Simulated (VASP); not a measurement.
# NaI (Fm-3m) in VASP: a series of runs

NaI is run at these levels: PBEsol; tasks: single point.

Program: VASP 6.6.1. These are calculated values, not measurements. Logs are shortened: lines on timing, memory, paths and dates and some standing lists are left out, and cuts for length are marked.

### 1 The cell of the first run

Symmetry: Fm-3m, No. 225, cubic system. The conventional cell has a = 6.442 Å, b = 6.442 Å, c = 6.442 Å, α = 90.00°, β = 90.00°, γ = 90.00°. Within 4.2 Å of Na (site symmetry m-3m) lie 6 I at 3.22 Å. I (site symmetry m-3m) has 6 Na at 3.22 Å within 4.2 Å.

### 2 Single point, PBEsol

Contents of INCAR:

```
SYSTEM = NaI
PREC = Accurate ; ENCUT = 520
EDIFF = 1E-7 ; ISMEAR = 0
SIGMA = 0.01 ; LREAL = .FALSE.
LASPH = .TRUE. ; NELM = 80
ALGO = Normal ; ISIF = 2
LWAVE = .FALSE. ; LCHARG = .FALSE.
GGA = PS ; NBANDS = 14
```

Contents of KPOINTS:

```
Automatic mesh
0
G
  4 4 4
  0 0 0
```

Contents of POSCAR:

```
NaI
1.0
    0.0000000000      3.2208999307      3.2208999307
    3.2208999307      0.0000000000      3.2208999307
    3.2208999307      3.2208999307      0.0000000000
Na I
1 1
Direct
    0.0000000000      0.0000000000      0.0000000000
    0.5000000000      0.5000000000      0.5000000000
```

Potentials or basis: VASP PAW PBE potentials, release 64 (Na_pv, I).

Started as:

```sh
$ cat potpaw_PBE.64/Na_pv/POTCAR potpaw_PBE.64/I/POTCAR > POTCAR
$ mpirun -np 1 vasp_std > vasp.out
```

OUTCAR:

```text
SYSTEM = NaI
   PREC = Accurate
   ENCUT = 520
   EDIFF = 1E-7
   ISMEAR = 0
   LREAL = .FALSE.
   LASPH = .TRUE.
   NELM = 80
   ISIF = 2
   GGA = PS

 ion  position               nearest neighbor table
   1  0.000  0.000  0.000-
   2  0.500  0.500  0.500-

  LATTYP: Found a face centered cubic cell.
 ALAT       =     6.4417998614

  Lattice vectors:

 A1 = (   0.0000000000,   3.2208999307,   3.2208999307)
 A2 = (   3.2208999307,   0.0000000000,   3.2208999307)
 A3 = (   3.2208999307,   3.2208999307,   0.0000000000)

Analysis of symmetry for initial positions (statically):
=====================================================================
 Subroutine PRICEL returns:
 Original cell was already a primitive cell.

 Routine SETGRP: Setting up the symmetry group for a
 face centered cubic supercell.

 Subroutine GETGRP returns: Found 48 space group operations
 (whereof 48 operations were pure point group operations)
 out of a pool of 48 trial point group operations.

The static configuration has the point symmetry O_h .

Analysis of symmetry for dynamics (positions and initial velocities):
=====================================================================
 Subroutine PRICEL returns:
 Original cell was already a primitive cell.

 Routine SETGRP: Setting up the symmetry group for a
 face centered cubic supercell.

 Subroutine GETGRP returns: Found 48 space group operations
 (whereof 48 operations were pure point group operations)
 out of a pool of 48 trial point group operations.

The dynamic configuration has the point symmetry O_h .

 Subroutine INISYM returns: Found 48 space group operations
 (whereof 48 operations are pure point group operations),
 and found     1 'primitive' translations

----------------------------------------------------------------------------------------

                                     Primitive cell

  volume of cell :      66.8285

  direct lattice vectors                    reciprocal lattice vectors
     0.000000000  3.220899931  3.220899931    -0.155236117  0.155236117  0.155236117
     3.220899931  0.000000000  3.220899931     0.155236117 -0.155236117  0.155236117
     3.220899931  3.220899931  0.000000000     0.155236117  0.155236117 -0.155236117

  length of vectors
     4.555040365  4.555040365  4.555040365     0.268876843  0.268876843  0.268876843

  position of ions in fractional coordinates (direct lattice)
     0.000000000  0.000000000  0.000000000
[... 71 lines left out ...]
   PSTRESS=    0.0 pullay stress
   NELECT =      14.0000    total number of electrons
   NUPDOWN=      -1.0000    fix difference up-down
   EMIN   =  10.00;   EMAX   =-10.00  energy-range for DOS
   EFERMI =   0.00;   METHOD = LEGACY
   ISMEAR =     0;   SIGMA  =   0.01  broadening in eV -4-tet -1-fermi 0-gaus
   EFERMI_NEDOS =   21; number of points for ismear=-14 and -15
   IALGO  =     38    algorithm
   IMIX   =      4    mixing-type and parameters
     AMIX     =   0.40;   BMIX     =  1.00
     AMIX_MAG =   1.60;   BMIX_MAG =  1.00
  volume/ion in A,a.u.               =      33.41       225.49
  Fermi-wavevector in a.u.,A,eV,Ry     =   0.972293  1.837366 12.862305  0.945353
  Thomas-Fermi vector in A             =   2.102579
   LORBIT       =      0    0 simple, 1 ext, 2 COOP (PROOUT), +10 PAW based schemes
   GGA     = PS    functional components
   LHFCALC =     F    Hartree Fock is set to
   AEXX    =    0.0000 exact exchange contribution
   IVDW    =     0    specifies the selected vdW correction
   LEPSILON=     F    determine dielectric tensor
   LRPA    =     F    only Hartree local field effects (RPA)
 non-spin polarized calculation
 Gauss-broadening in eV      SIGMA  =   0.01
  energy-cutoff  :      520.00
  volume of cell :       66.83
 maximum number of plane-waves:      1812
 NGX is ok and might be reduce to    36
   NGX = 17   NGY = 17   NGZ = 17

 number of electron      13.9999996 magnetization

 Free energy of the ion-electron system (eV)
  ---------------------------------------------------
  ext. energy  EPLUGINS =         0.00000000
  ---------------------------------------------------
  free energy    TOTEN  =        -5.66243988 eV

  energy without entropy =       -5.66243988  energy(sigma->0) =       -5.66243988

 E-fermi :   0.9338     XC(G=0):  -7.9013

 val. band max:        0.8239047191   @ k =   0.0000   0.0000   0.0000
 cond. band min:       4.3637330664   @ k =   0.0000   0.0000   0.0000
 fundamental gap:      3.5398283473
 Fermi energy:         0.9337576416

 k-point     1 :       0.0000    0.0000    0.0000
  band No.  band energies     occupation
      1     -21.4151      2.00000
      2     -21.4151      2.00000
      3     -21.4151      2.00000
      4     -10.2693      2.00000
      5       0.8239      2.00000
      6       0.8239      2.00000
      7       0.8239      2.00000
      8       4.3637      0.00000
      9       8.6661      0.00000
     10       8.6661      0.00000
     11       8.6661      0.00000
     12      10.5608      0.00000
     13      10.5608      0.00000
     14      11.0678      0.00000
[... 105 lines left out ...]
      1     -21.4183      2.00000
      2     -21.4183      2.00000
      3     -21.4172      2.00000
      4      -9.8486      2.00000
      5      -0.6494      2.00000
      6      -0.6494      2.00000
      7      -0.1497      2.00000
      8       6.6423      0.00000
      9       8.1993      0.00000
     10       8.1993      0.00000
     11       8.6725      0.00000
     12      12.7732      0.00000
     13      12.7732      0.00000
     14      13.5617      0.00000

------------------------ aborting loop because EDIFF is reached ----------------------------------------

  FORCE on cell =-STRESS in cart. coord.  units (eV):
  Direction    XX          YY          ZZ          XY          YZ          ZX
  --------------------------------------------------------------------------------------
  -------------------------------------------------------------------------------------
  Total       -0.0824234     -0.0824234     -0.0824234     -0.0000000      0.0000000     -0.0000000
  in kB       -1.9760557     -1.9760557     -1.9760557     -0.0000000      0.0000000     -0.0000000
  external PRESSURE =      -1.9760557 kB  Pullay stress =       0.0000000 kB

 VOLUME and BASIS-vectors are now :
 -----------------------------------------------------------------------------
  energy-cutoff  :      520.00
  volume of cell :       66.83
      direct lattice vectors                 reciprocal lattice vectors
     0.000000000  3.220899931  3.220899931    -0.155236117  0.155236117  0.155236117
     3.220899931  0.000000000  3.220899931     0.155236117 -0.155236117  0.155236117
     3.220899931  3.220899931  0.000000000     0.155236117  0.155236117 -0.155236117

 POSITION                                       TOTAL-FORCE (eV/Angst)
 -----------------------------------------------------------------------------------
      0.00000      0.00000      0.00000        -0.000000     -0.000000     -0.000000
      3.22090      3.22090      3.22090         0.000000      0.000000      0.000000
 -----------------------------------------------------------------------------------
    total drift:                                0.000000      0.000000      0.000000

  FREE ENERGIE OF THE ION-ELECTRON SYSTEM (eV)
  ---------------------------------------------------
  free  energy   TOTEN  =        -5.6624398792 eV

  energy  without entropy=       -5.6624398792  energy(sigma->0) =       -5.66243988
```

It took 16 s on 1 thread of AMD EPYC 7R13, shared host; peak memory 0.17 GiB.

What came out:

```yaml
Free_energy: -5.6624 eV
Pressure: -0.2 GPa
Band_gap_on_the_k_mesh: 3.54 eV
```

Caveat: the k points lie up to 0.42 Å⁻¹ apart; the PAW data sets were made with another functional, which shifts forces and pressure a little; spin-orbit coupling is left out, which moves the levels of the heavy elements. PBEsol gaps usually lie below the measured ones, often by a third to a half.

### 3 Single point, PBEsol

This run uses another cell than the first one, of 32.93 Å³/atom.

Contents of INCAR:

```
ALGO = Normal ; EDIFF = 1E-6
ENCUT = 520 ; GGA = PS
ISIF = 2 ; ISMEAR = 0
LASPH = True ; LCHARG = True
LELF = True ; LREAL = False
LVHAR = True ; LWAVE = False
NBANDS = 14 ; NELM = 60
PREC = Accurate ; SIGMA = 0.01
```

Contents of KPOINTS:

```
k-points
0
Gamma
  4 4 4
```

Contents of POSCAR:

```
NaI
1.0
    0.0000000000      3.2051315493      3.2051315493
    3.2051315493      0.0000000000      3.2051315493
    3.2051315493      3.2051315493      0.0000000000
Na I
1 1
Direct
    0.0000000000      0.0000000000      0.0000000000
    0.5000000000      0.5000000000      0.5000000000
```

Potentials or basis: VASP PAW PBE potentials, release 64 (Na_pv, I).

Started as:

```sh
$ cat potpaw_PBE.64/Na_pv/POTCAR potpaw_PBE.64/I/POTCAR > POTCAR
$ mpirun -np 1 vasp_std > vasp.out
```

It took 14 s on 1 thread of AMD EPYC 7R13, shared host; peak memory 0.17 GiB.

The run converged. Its results:

| Property | Result |
| --- | --- |
| Free energy | -5.6629 eV |
| Pressure | 0.0 GPa |
| Band gap on the k mesh | 3.58 eV |

Levels at points of the mesh, in eV from the valence-band top:
| k point | band 5 | band 6 | band 7 | band 8 | band 9 | band 10 |
| --- | --- | --- | --- | --- | --- | --- |
| (0.00, 0.00, 0.00) | 0.00 | 0.00 | 0.00 | 3.58 | 7.84 | 7.84 |
| (0.50, 0.00, 0.00) | -2.33 | -0.30 | -0.30 | 4.95 | 7.39 | 7.39 |
| (0.50, 0.50, 0.00) | -2.04 | -0.80 | -0.80 | 4.45 | 5.37 | 9.90 |

Caveat: the k points lie up to 0.42 Å⁻¹ apart; the PAW data sets were made with another functional, which shifts forces and pressure a little; spin-orbit coupling is left out, which moves the levels of the heavy elements.
